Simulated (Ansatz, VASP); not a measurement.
**Two plane-wave programs on Y3Mg2I2**

```xyz
7
Lattice="5.5749 0.0000 0.0000 -2.7874 4.8280 0.0000 0.0000 0.0000 10.1901" Properties=species:S:1:pos:R:3 pbc="T T T"
Y     0.0000    0.0000    3.5538
Y     0.0000    0.0000    6.6363
Y     0.0000    0.0000    0.0000
Mg    0.0000    3.2186    5.0951
Mg    2.7874    1.6093    5.0951
I     0.0000    3.2186    0.0000
I     2.7874    1.6093    0.0000
```

Alike in both runs: functional PBE; k mesh 12 × 12 × 4; occupations gaussian, width 0.1 eV; no spin polarisation.

Ansatz relaxed the structure, and its values are those at the end. VASP's run is a single point on that final structure, the one shown.

```csv
,VASP,Ansatz
version,VASP 6.6.1,Ansatz 0.2.0
potentials or method,"VASP PAW PBE potentials, release 64 (Y_sv, Mg, I), cutoff 520 eV","scalar-relativistic, plane waves, PAW"
valence electrons in the cell,51,87
```

|  | VASP | Ansatz | Ansatz less VASP |
| --- | --- | --- | --- |
| gap on the k mesh at the Fermi level (eV) | none | none | - |
| pressure (GPa) | 0.0 | 0.0 | +0.03 |

A gap of «none» marks a metal or a gap that the smearing closes. VASP's potentials hold 51 valence electrons a cell and Ansatz's 87, so a difference there can come from the potentials and not from the codes.

Neither program's run includes spin-orbit coupling.
